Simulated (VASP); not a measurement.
Input of a VASP 6.6.1 run:

The input INCAR:

```
SYSTEM = Si2Mo
PREC = Accurate ; ENCUT = 520
EDIFF = 1E-8 ; ISMEAR = -1
SIGMA = 0.08 ; LREAL = .False.
LASPH = .True. ; NELM = 100
ALGO = Normal ; ISIF = 2
LWAVE = .False. ; LCHARG = .False.
GGA = PS ; LEFG = .True.
NBANDS = 18
```

The input KPOINTS:

```
Automatic mesh
0
Gamma
  16 16 16
  0 0 0
```

The input POSCAR:

```
Si2Mo
1.0
   -1.6000000000      1.6000000000      3.8518900000
    1.6000000000     -1.6000000000      3.8518900000
    1.6000000000      1.6000000000     -3.8518900000
Si Mo
2 1
Direct
    0.3330000000      0.3330000000      0.0000000000
    0.6670000000      0.6670000000      0.0000000000
    0.0000000000      0.0000000000      0.0000000000
```

Potentials or basis: VASP PAW PBE potentials, release 64 (Si, Mo_sv).

Run with:

```console
$ cat potpaw_PBE.64/Si/POTCAR potpaw_PBE.64/Mo_sv/POTCAR > POTCAR
$ mpirun -np 1 vasp_std > vasp.out
```

Task: Estimate the pressure.

Result: 2.6 GPa.

Task: Estimate the largest force.

Result: 0.295 eV/Å.

Task: Estimate the band gap on the k mesh.

Result: Zero (band 11 reaches 12.94 eV, above the bottom of band 12 at 11.89 eV).

Forces in eV/Å, atoms in the order of the input:
```
Si   0.000  0.000  0.295
Si   0.000  0.000 -0.295
Mo   0.000  0.000  0.000
```

Caveat: the cell differs from its parent crystal (zz strain of -2 %); without QUAD_EFG the Cq values of the log hold for a quadrupole moment of 1 mb, not for the nuclei; the PAW data sets were made with another functional, which shifts forces and pressure a little.
